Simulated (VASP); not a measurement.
# WC (Pm) in VASP: a series of runs

The runs below take WC through single point, with PBEsol.

All numbers are computed with VASP 6.6.1; they aren't measurements. Logs are shortened: lines on timing, memory, paths and dates and some standing lists are left out, and cuts for length are marked.

## 1. The cell of the first run

It takes space group Pm (No. 6, monoclinic). Conventional cell: a = 2.901 Å, b = 2.829 Å, c = 2.901 Å, α = 90.00°, β = 120.00°, γ = 90.00°. Within 2.7 Å of W (site symmetry m) lie 6 C at 2.01 to 2.40 Å. Within 2.7 Å of C (site symmetry m) lie 6 W at 2.01 to 2.40 Å.

## 2. Single point, PBEsol (atom 2 (C) moved by (-0.300, +0.000) A along x and z)

File INCAR:

```
SYSTEM = WC
ALGO = Normal
EDIFF = 1E-6
ENCUT = 520
GGA = PS
ISIF = 2
ISMEAR = 0
LASPH = .True.
LCHARG = .False.
LREAL = .False.
LWAVE = .False.
NBANDS = 16
NELM = 100
PREC = Accurate
SIGMA = 0.15
```

File KPOINTS:

```
k-points
0
Gamma
  18 18 16
  0 0 0
```

File POSCAR:

```
WC
1.0
    2.9005014360      0.0000000000      0.0000000000
   -1.4502507180      2.5119079273      0.0000000000
    0.0000000000      0.0000000000      2.8290000000
W C
1 1
Direct
    0.0000000000      0.0000000000      0.0000000000
    0.5632362748      0.3333333333      0.5000000000
```

Potentials or basis: VASP PAW PBE potentials, release 64 (W_sv, C).

The run is started by

```
$ cat potpaw_PBE.64/W_sv/POTCAR potpaw_PBE.64/C/POTCAR > POTCAR
$ mpirun -np 1 vasp_std > vasp.out
```

OUTCAR:

```text
SYSTEM = WC
   EDIFF = 1E-6
   ENCUT = 520
   GGA = PS
   ISIF = 2
   ISMEAR = 0
   LASPH = .True.
   LREAL = .False.
   NELM = 100
   PREC = Accurate

 ion  position               nearest neighbor table
   1  0.000  0.000  0.000-   2 2.01   2 2.01   2 2.21   2 2.21   2 2.40   2 2.40
   2  0.563  0.333  0.500-   1 2.01   1 2.01   1 2.21   1 2.21   1 2.40   1 2.40

  LATTYP: Found a hexagonal cell.
 ALAT       =     2.9005014360
 C/A-ratio  =     0.9753485949

  Lattice vectors:

 A1 = (   2.9005014360,   0.0000000000,   0.0000000000)
 A2 = (  -1.4502507180,   2.5119079273,   0.0000000000)
 A3 = (   0.0000000000,   0.0000000000,   2.8290000000)

Analysis of symmetry for initial positions (statically):
=====================================================================
 Subroutine PRICEL returns:
 Original cell was already a primitive cell.

 Routine SETGRP: Setting up the symmetry group for a
 hexagonal supercell.

 Subroutine GETGRP returns: Found  2 space group operations
 (whereof  2 operations were pure point group operations)
 out of a pool of 24 trial point group operations.

The static configuration has the point symmetry C_1h.

Analysis of symmetry for dynamics (positions and initial velocities):
=====================================================================
 Subroutine PRICEL returns:
 Original cell was already a primitive cell.

 Routine SETGRP: Setting up the symmetry group for a
 hexagonal supercell.

 Subroutine GETGRP returns: Found  2 space group operations
 (whereof  2 operations were pure point group operations)
 out of a pool of 24 trial point group operations.

The dynamic configuration has the point symmetry C_1h.

 Subroutine INISYM returns: Found  2 space group operations
 (whereof  2 operations are pure point group operations),
 and found     1 'primitive' translations

----------------------------------------------------------------------------------------

                                     Primitive cell

  volume of cell :      20.6115

  direct lattice vectors                    reciprocal lattice vectors
     2.900501436  0.000000000  0.000000000     0.344767973  0.199051882  0.000000000
    -1.450250718  2.511907927  0.000000000     0.000000000  0.398103764  0.000000000
     0.000000000  0.000000000  2.829000000     0.000000000  0.000000000  0.353481796

  length of vectors
     2.900501436  2.900501436  2.829000000     0.398103764  0.398103764  0.353481796

  position of ions in fractional coordinates (direct lattice)
     0.000000000  0.000000000  0.000000000
     0.563236275  0.333333333  0.500000000

  ion indices of the primitive-cell ions
   primitive index   ion index
                 1           1
                 2           2

----------------------------------------------------------------------------------------

 KPOINTS: k-points

Automatic generation of k-mesh.
 Grid dimensions read from file:
 generate k-points for:   18   18   16

 Generating k-lattice:

  Cartesian coordinates                     Fractional coordinates (reciprocal lattice)
     0.019153776  0.011058438  0.000000000     0.055555556  0.000000000  0.000000000
     0.000000000  0.022116876  0.000000000     0.000000000  0.055555556  0.000000000
     0.000000000  0.000000000  0.022092612     0.000000000  0.000000000  0.062500000

  Length of vectors
     0.022116876  0.022116876  0.022092612

  Shift w.r.t. Gamma in fractional coordinates (k-lattice)
     0.000000000  0.000000000  0.000000000

 Subroutine IBZKPT returns following result:
 ===========================================

 Found   1476 irreducible k-points:

 Following reciprocal coordinates:
            Coordinates               Weight
  0.000000  0.000000  0.000000      1.000000
  0.055556  0.000000  0.000000      2.000000
  0.000000  0.055556  0.000000      2.000000
 -0.055556  0.055556  0.000000      2.000000
  0.111111  0.000000  0.000000      2.000000
  0.000000  0.111111  0.000000      2.000000
[... 16 lines left out ...]
  0.444444 -0.000000  0.000000      2.000000
  0.000000  0.444444  0.000000      2.000000
 [... further k-points ...]
   k-points           NKPTS =   1476   k-points in BZ     NKDIM =   1476   number of bands    NBANDS=     16
   number of dos      NEDOS =    301   number of ions     NIONS =      2
   total plane-waves  NPLWV =  13824
   dimension x,y,z NGX =    24 NGY =   24 NGZ =   24
   dimension x,y,z NGXF=    48 NGYF=   48 NGZF=   48
   ions per type =               1   1
   NGX,Y,Z   is equivalent  to a cutoff of  13.76, 13.76, 14.10 a.u.
   NGXF,Y,Z  is equivalent  to a cutoff of  27.51, 27.51, 28.21 a.u.
 SYSTEM =  WC
   PREC   = accura    normal or accurate (medium, high low for compatibility)
   ISTART =      0    job   : 0-new  1-cont  2-samecut
   ICHARG =      2    charge: 1-file 2-atom 10-const
   ISPIN  =      1    spin polarized calculation?
   LNONCOLLINEAR =      F non collinear calculations
   LSORBIT =      F    spin-orbit coupling
   LASPH  =      T    aspherical Exc in radial PAW
   ENCUT  =  520.0 eV  38.22 Ry    6.18 a.u.   5.39  5.39  5.26*2*pi/ulx,y,z
   NELM   =    100;   NELMIN=  2; NELMDL= -5     # of ELM steps
   EDIFF  = 0.1E-05   stopping-criterion for ELM
   LREAL  =      F    real-space projection
   EDIFFG = 0.1E-04   stopping-criterion for IOM
   NSW    =      0    number of steps for IOM
   IBRION =     -1    ionic relax: 0-MD 1-quasi-New 2-CG
   NFREE  =      0    steps in history (QN), initial steepest desc. (CG)
   ISIF   =      2    stress and relaxation
   ISYM   =      2    0-nonsym 1-usesym 2-fastsym
   POTIM  = 0.5000    time-step for ionic-motion
   TEBEG  =    0.0;   TEEND  =   0.0 temperature during run
   PSTRESS=    0.0 pullay stress
   NELECT =      18.0000    total number of electrons
   NUPDOWN=      -1.0000    fix difference up-down
   EMIN   =  10.00;   EMAX   =-10.00  energy-range for DOS
   EFERMI =   0.00;   METHOD = LEGACY
   ISMEAR =     0;   SIGMA  =   0.15  broadening in eV -4-tet -1-fermi 0-gaus
   EFERMI_NEDOS =   21; number of points for ismear=-14 and -15
   IALGO  =     38    algorithm
   IMIX   =      4    mixing-type and parameters
     AMIX     =   0.40;   BMIX     =  1.00
     AMIX_MAG =   1.60;   BMIX_MAG =  1.00
  volume/ion in A,a.u.               =      10.31        69.55
  Fermi-wavevector in a.u.,A,eV,Ry     =   1.564813  2.957068 33.315762  2.448639
  Thomas-Fermi vector in A             =   2.667381
   LORBIT       =      0    0 simple, 1 ext, 2 COOP (PROOUT), +10 PAW based schemes
   GGA     = PS    functional components
   LHFCALC =     F    Hartree Fock is set to
   AEXX    =    0.0000 exact exchange contribution
   IVDW    =     0    specifies the selected vdW correction
   LEPSILON=     F    determine dielectric tensor
   LRPA    =     F    only Hartree local field effects (RPA)
 non-spin polarized calculation
 Gauss-broadening in eV      SIGMA  =   0.15
  energy-cutoff  :      520.00
  volume of cell :       20.61
 maximum number of plane-waves:       580
 NGX is ok and might be reduce to    24
   NGX = 11   NGY = 11   NGZ = 11

 number of electron      18.0000001 magnetization

 Free energy of the ion-electron system (eV)
  ---------------------------------------------------
  ext. energy  EPLUGINS =         0.00000000
  ---------------------------------------------------
  free energy    TOTEN  =       -23.20626137 eV

  energy without entropy =      -23.20212306  energy(sigma->0) =      -23.20419222

 E-fermi :  11.3545     XC(G=0): -13.9412

 val. band max:       11.3535814464   @ k =  -0.1111   0.5000   0.0625
 cond. band min:      11.3546692203   @ k =   0.1667  -0.0556  -0.3750
 fundamental gap:      0.0010877739
 Fermi energy:        11.3545007701

 k-point     1 :       0.0000    0.0000    0.0000
  band No.  band energies     occupation
      1     -62.7975      2.00000
      2     -26.8623      2.00000
      3     -26.7131      2.00000
      4     -26.6815      2.00000
      5      -3.4836      2.00000
      6       6.2418      2.00000
[... 8 lines left out ...]
     15      25.2518      0.00000
     16      26.4469      0.00000

 k-point     2 :       0.0556    0.0000    0.0000
  band No.  band energies     occupation
      1     -62.7956      2.00000
      2     -26.8585      2.00000
      3     -26.7353      2.00000
      4     -26.6930      2.00000
      5      -3.3947      2.00000
      6       6.2490      2.00000
[... 8 lines left out ...]
     15      25.2581      0.00000
     16      26.7038      0.00000

 k-point     3 :       0.0000    0.0556    0.0000
  band No.  band energies     occupation
      1     -62.7956      2.00000
      2     -26.8587      2.00000
      3     -26.7388      2.00000
      4     -26.6889      2.00000
      5      -3.3997      2.00000
      6       6.2754      2.00000
[... 8 lines left out ...]
     15      25.0502      0.00000
     16      26.6164      0.00000

 k-point     4 :      -0.0556    0.0556    0.0000
  band No.  band energies     occupation
      1     -62.7957      2.00000
      2     -26.8590      2.00000
      3     -26.7202      2.00000
      4     -26.7064      2.00000
      5      -3.4096      2.00000
      6       6.2888      2.00000
[... 8 lines left out ...]
     15      24.6843      0.00000
     16      27.1177      0.00000
[... 324 lines left out ...]
 k-point    22 :      -0.3889    0.3889    0.0000
  band No.  band energies     occupation
      1     -62.7446      2.00000
      2     -27.4073      2.00000
      3     -26.8830      2.00000
      4     -26.7676      2.00000
      5      -1.1049      2.00000
      6       4.8194      2.00000
[... 8 lines left out ...]
     15      24.5944      0.00000
     16      27.6613      0.00000

 k-point    23 :       0.4444   -0.0000    0.0000
  band No.  band energies     occupation
      1     -62.7380      2.00000
      2     -27.5372      2.00000
      3     -26.8873      2.00000
      4     -26.7414      2.00000
      5       0.4579      2.00000
      6       3.2380      2.00000
[... 8 lines left out ...]
     15      23.8752      0.00000
     16      29.2039      0.00000

 k-point    24 :       0.0000    0.4444    0.0000
  band No.  band energies     occupation
      1     -62.7384      2.00000
      2     -27.5296      2.00000
      3     -26.8760      2.00000
      4     -26.7472      2.00000
      5      -0.0913      2.00000
      6       3.9635      2.00000
[... 8 lines left out ...]
     15      23.1933      0.00000
     16      27.4180      0.00000

 [... further k-points ...]

------------------------ aborting loop because EDIFF is reached ----------------------------------------

  FORCE on cell =-STRESS in cart. coord.  units (eV):
  Direction    XX          YY          ZZ          XY          YZ          ZX
  --------------------------------------------------------------------------------------
  -------------------------------------------------------------------------------------
  Total        1.3209028      1.2170869      3.0517376      1.5751292      0.0000000      0.0000000
  in kB      102.6766524     94.6068181    237.2182097    122.4382251      0.0000000      0.0000000
  external PRESSURE =     144.8338934 kB  Pullay stress =       0.0000000 kB

 VOLUME and BASIS-vectors are now :
 -----------------------------------------------------------------------------
  energy-cutoff  :      520.00
  volume of cell :       20.61
      direct lattice vectors                 reciprocal lattice vectors
     2.900501436  0.000000000  0.000000000     0.344767973  0.199051882  0.000000000
    -1.450250718  2.511907927  0.000000000     0.000000000  0.398103764  0.000000000
     0.000000000  0.000000000  2.829000000     0.000000000  0.000000000  0.353481796

 POSITION                                       TOTAL-FORCE (eV/Angst)
 -----------------------------------------------------------------------------------
      0.00000      0.00000      0.00000        -4.445157     -0.958932      0.000000
      1.15025      0.83730      1.41450         4.445157      0.958932      0.000000
 -----------------------------------------------------------------------------------
    total drift:                                0.000095      0.000219     -0.000000

  FREE ENERGIE OF THE ION-ELECTRON SYSTEM (eV)
  ---------------------------------------------------
  free  energy   TOTEN  =       -23.2062613749 eV

  energy  without entropy=      -23.2021230600  energy(sigma->0) =      -23.20419222
```

It took 1.8 min on 1 thread of Intel Xeon 6975P-C (Granite Rapids), shared host; peak memory 0.56 GiB.

Results:

| Item | Value |
| --- | --- |
| Free energy | -23.2063 eV |
| Pressure | 14.5 GPa |
| Largest force | 4.547 eV/Å |
| Band gap on the k mesh | zero (bands 9 and 10 overlap by 1.79 eV) |

Forces in eV/Å, atoms in the order of the input:
```
W   -4.445 -0.959  0.000
C    4.445  0.959  0.000
```

Caveat: the cell differs from its parent crystal (atom 2 (C) moved by (-0.300, +0.000) A along x and z); the cell stands under pressure; the PAW data sets were made with another functional, which shifts forces and pressure a little; spin-orbit coupling is left out, which moves the levels of the heavy elements.

## 3. Single point, PBEsol (atom 2 (C) moved by (-0.150, +0.000) A along x and z)

File INCAR:

```
SYSTEM = WC
ALGO     = Normal         ! electronic algorithm
EDIFF    = 1E-7           ! SCF threshold, eV
ENCUT    = 520            ! plane-wave cutoff, eV
GGA      = PS             ! functional
ISIF     = 2              ! what is computed and relaxed
ISMEAR   = 0              ! smearing method
LASPH    = .TRUE.         ! aspherical terms in the spheres
LCHARG   = .FALSE.        ! write CHGCAR
LREAL    = .FALSE.        ! projectors in reciprocal space
LWAVE    = .FALSE.        ! write WAVECAR
NBANDS   = 16             ! bands
NELM     = 80             ! most SCF steps
PREC     = Accurate       ! precision mode
SIGMA    = 0.15           ! smearing width, eV
```

File KPOINTS:

```
k-points
0
G
  18 18 16
  0 0 0
```

POSCAR: that of step 2 with these lines changed.

```diff
@@ -9,2 +9,2 @@
     0.0000000000      0.0000000000      0.0000000000
-    0.5632362748      0.3333333333      0.5000000000
+    0.6149514708      0.3333333333      0.5000000000
```

Potentials or basis: VASP PAW PBE potentials, release 64 (W_sv, C).

The run is started by

```
$ cat potpaw_PBE.64/W_sv/POTCAR potpaw_PBE.64/C/POTCAR > POTCAR
$ mpirun -np 1 vasp_std > vasp.out
```

Wall time 2.1 min (1 thread of Intel Xeon 6975P-C (Granite Rapids), shared host); peak memory 0.56 GiB.

The run converged. Its results:

| Item | Value |
| --- | --- |
| Free energy | -23.7228 eV |
| Pressure | 4.1 GPa |
| Largest force | 2.379 eV/Å |
| Band gap on the k mesh | zero (bands 9 and 10 overlap by 1.36 eV) |

Forces on the atoms (eV/Å):
```
W   -2.366 -0.249  0.000
C    2.366  0.249  0.000
```

Stress tensor (GPa, compression positive):
```
3.01 6.30 0.00
6.30 2.82 0.00
0.00 0.00 6.45
```

Levels at points of the mesh, in eV from the Fermi level:
```csv
k point,band 7,band 8,band 9,band 10,band 11,band 12
"(0.00, 0.00, 0.00)",-3.53,-3.09,-0.08,3.10,3.41,4.45
"(0.50, 0.00, 0.00)",-4.17,-3.79,-0.23,2.38,4.29,4.84
"(0.00, 0.50, 0.00)",-4.06,-3.82,-0.02,2.23,4.44,5.03
"(0.50, 0.50, 0.00)",-3.84,-3.28,-0.49,2.14,4.65,5.13
"(0.00, 0.00, 0.50)",-2.98,-1.06,-0.78,-0.62,3.05,3.73
"(0.50, 0.00, 0.50)",-4.15,-3.85,-0.20,4.45,5.33,6.50
"(0.00, 0.50, 0.50)",-4.53,-3.98,0.16,4.41,5.31,5.88
"(0.50, 0.50, 0.50)",-4.88,-4.55,0.74,4.41,5.28,6.42
```

Caveat: the cell differs from its parent crystal (atom 2 (C) moved by (-0.150, +0.000) A along x and z); the cell stands under pressure; the PAW data sets were made with another functional, which shifts forces and pressure a little; spin-orbit coupling is left out, which moves the levels of the heavy elements.
